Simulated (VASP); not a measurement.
Wanted: the native input for a VASP 6.6.1 run.

```
Task                   : relaxation of cell and atoms
Functional             : PBE
Potentials or basis    : VASP PAW PBE potentials, release 64 (Hf_pv, H)
Cutoff                 : 600 eV
k mesh                 : 6 × 6 × 2
Occupations            : gaussian, width 0.1 eV
Spin                   : no spin polarisation
Dipole correction      : no
Further INCAR settings : ALGO = Fast; EDIFF = 1e-06; IBRION = 2; EDIFFG = -0.04; NSW = 90; ISIF = 3
```

The structure of Hf3H8 lies in POSCAR:

```
Hf3H8
1.0
    3.7225183700      0.0000000000      0.0000000000
   -1.8612591800      3.2237954700      0.0000000000
    0.0000000000      0.0000000000      8.6035261900
Hf H
3 8
Direct
    0.0000000000      0.0000000000      0.8239229200
    0.0000000000      0.0000000000      0.1760770800
    0.0000000000      0.0000000000      0.5000000000
    0.5000000000      0.0000000000      0.5000000000
    0.0000000000      0.5000000000      0.5000000000
    0.5000000000      0.5000000000      0.5000000000
    0.5000000000      0.0000000000      0.0000000000
    0.0000000000      0.5000000000      0.0000000000
    0.5000000000      0.5000000000      0.0000000000
    0.3333333300      0.6666666700      0.5000000000
    0.6666666700      0.3333333300      0.5000000000
```

The cell was generated, and may not be a known phase.

The input as run:

INCAR

```
PREC     = Accurate       # precision mode
ENCUT    = 600            # plane-wave cutoff, eV
EDIFF    = 1E-6           # SCF threshold, eV
ISMEAR   = 0              # smearing method
SIGMA    = 0.1            # smearing width, eV
LREAL    = False          # projectors in reciprocal space
LASPH    = True           # aspherical terms in the spheres
NELM     = 100            # most SCF steps
ALGO     = Fast           # electronic algorithm
ISIF     = 3              # what is computed and relaxed
LWAVE    = False          # write WAVECAR
LCHARG   = False          # write CHGCAR
GGA      = PE             # functional
IBRION   = 2              # ionic algorithm
NSW      = 90             # ionic steps
EDIFFG   = -0.04          # ionic threshold
```

KPOINTS

```
Automatic mesh
0
Gamma
  6 6 2
```

Potentials or basis: VASP PAW PBE potentials, release 64 (Hf_pv, H).

The run is started by

```sh
$ cat potpaw_PBE.64/Hf_pv/POTCAR potpaw_PBE.64/H/POTCAR > POTCAR
$ mpirun -np 1 vasp_std > vasp.out
```

It gave:

```
Relaxed volume                        : 9.98 Å³/atom
Relaxed cell                          : a = 3.845 Å, b = 3.845 Å, c = 8.573 Å, α = 90.00°, β = 90.00°, γ = 120.00°
Space group after relaxing (to 0.1 Å) : P6/mmm (No. 191)
Energy gained by relaxing             : 70.3 meV/atom
Ionic steps                           : 9
Pressure after relaxing               : 0.0 GPa
Largest force after relaxing          : 0.010 eV/Å
Band gap on the k mesh                : zero (bands 19 and 20 overlap by 0.88 eV)
```

Caveat: the k points lie up to 0.37 Å⁻¹ apart in the final cell, too coarse for converged energies and pressures of a metal; spin-orbit coupling is left out, which moves the levels of the heavy elements.

It took 9.3 min on 1 thread of Oxide Virtual Turin-like Processor, with other jobs on the host, peak memory 0.23 GiB.
